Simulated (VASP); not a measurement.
# Sb: single point with PBE

The system is Sb.

```
Sb
1.0
     0.00000    2.30500    2.28195
     2.30500    0.00000    2.28195
     2.30500    2.30500    0.00000
Sb
1
Direct
  0.00000 0.00000 0.00000
```

This cell differs from its parent crystal: zz strain of -1 %.

- Program: VASP 6.6.1
- Task: single point
- Functional: PBE
- Potentials or basis: VASP PAW PBE potentials, release 64 (Sb)
- Cutoff: 520 eV
- k mesh: 12 × 12 × 12
- Occupations: fermi-dirac, width 0.05 eV
- Spin: no spin polarisation
- Dipole correction: no
- Further INCAR settings: ALGO = Normal; EDIFF = 1e-06; NBANDS = 8

```
Pressure : 9.6 GPa
```

Stress tensor (GPa, compression positive):
```
9.54 0.00 0.00
0.00 9.54 0.00
0.00 0.00 9.62
```

Levels at points of the mesh, in eV from the Fermi level:
| k point | band 1 | band 2 | band 3 | band 4 | band 5 | band 6 | band 7 |
| --- | --- | --- | --- | --- | --- | --- | --- |
| (0.00, 0.00, 0.00) | -13.87 | 6.05 | 6.06 | 6.06 | 10.15 | 10.22 | 10.22 |
| (0.50, 0.00, 0.00) | -9.50 | -6.59 | 4.00 | 4.18 | 8.79 | 9.22 | 9.41 |
| (0.50, 0.50, 0.00) | -7.45 | -5.52 | 0.24 | 0.24 | 4.09 | 4.43 | 18.10 |
| (0.50, 0.00, 0.50) | -7.61 | -5.61 | 0.34 | 0.41 | 4.24 | 4.53 | 18.13 |

Run time: 8.6 s on 1 thread of Intel(R) Xeon(R) Platinum 8488C (Sapphire Rapids) (shared host), peak memory 0.15 GiB.

Caveat: the cell differs from its parent crystal (zz strain of -1 %); spin-orbit coupling is left out, which moves the levels of the heavy elements.
